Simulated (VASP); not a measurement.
Set up this calculation in VASP 6.6.1, as the native input.

```yaml
Task: single point
Functional: r2SCAN
Potentials_or_basis: VASP PAW PBE potentials, release 64 (Ni)
Cutoff: 520 eV
k_mesh: 15 × 15 × 15
Occupations: methfessel-paxton, width 0.1 eV
Spin: collinear spin, ferromagnetic start
Starting_moments: "[0.807] μB"
Dipole_correction: no
Further_INCAR_settings: ALGO = Normal; EDIFF = 1e-07; NBANDS = 15
```

Ni:

```
Ni
1.0
     0.00000    1.73807    1.73807
     1.73807    0.00000    1.73807
     1.73807    1.73807    0.00000
Ni
1
Direct
  0.00000 0.00000 0.00000
```

The input as run:

POSCAR

```
Ni
1.0
    0.0000000000      1.7380692641      1.7380692641
    1.7380692641      0.0000000000      1.7380692641
    1.7380692641      1.7380692641      0.0000000000
Ni
1
Direct
    0.0000000000      0.0000000000      0.0000000000
```

INCAR.step1

```
PREC = Accurate ; ENCUT = 520
ISMEAR = 1 ; SIGMA = 0.1
LREAL = F ; LASPH = T
NELM = 150 ; ISPIN = 2
MAGMOM = 0.807 ; LMAXMIX = 4
NBANDS = 15 ; GGA = PE
ALGO = Normal ; EDIFF = 1E-4
LWAVE = T ; LCHARG = F
```

INCAR.step2

```
PREC = Accurate ; ENCUT = 520
EDIFF = 1E-7 ; ISMEAR = 1
SIGMA = 0.1 ; LREAL = F
LASPH = T ; NELM = 150
ALGO = Normal ; ISIF = 2
LWAVE = F ; LCHARG = T
ISPIN = 2 ; MAGMOM = 0.807
LORBIT = 11 ; LMAXMIX = 4
METAGGA = R2SCAN ; LMIXTAU = T
LELF = T ; LVHAR = T
NBANDS = 15 ; ISTART = 1
```

KPOINTS

```
Automatic mesh
0
Gamma
  15 15 15
```

Potentials or basis: VASP PAW PBE potentials, release 64 (Ni).

Command:

```sh
$ cat potpaw_PBE.64/Ni/POTCAR > POTCAR
$ cp INCAR.step1 INCAR
$ mpirun -np 1 vasp_std > vasp.out
$ cp INCAR.step2 INCAR
$ mpirun -np 1 vasp_std > vasp.out
```

It gave:

| Property | Result |
| --- | --- |
| Pressure | 0.2 GPa |
| Net moment | 0.69 μB per cell |
| Site moments | Ni +0.71 μB |
| Valence electrons inside the program's atomic spheres | Ni 9.41 |

Caveat: the PAW data sets were made with another functional, which shifts forces and pressure a little.

It took 2.4 min on 1 thread of Intel(R) Xeon(R) Platinum 8259CL CPU @ 2.50GHz (Skylake/Cascade Lake) (shared host), peak memory 0.15 GiB.
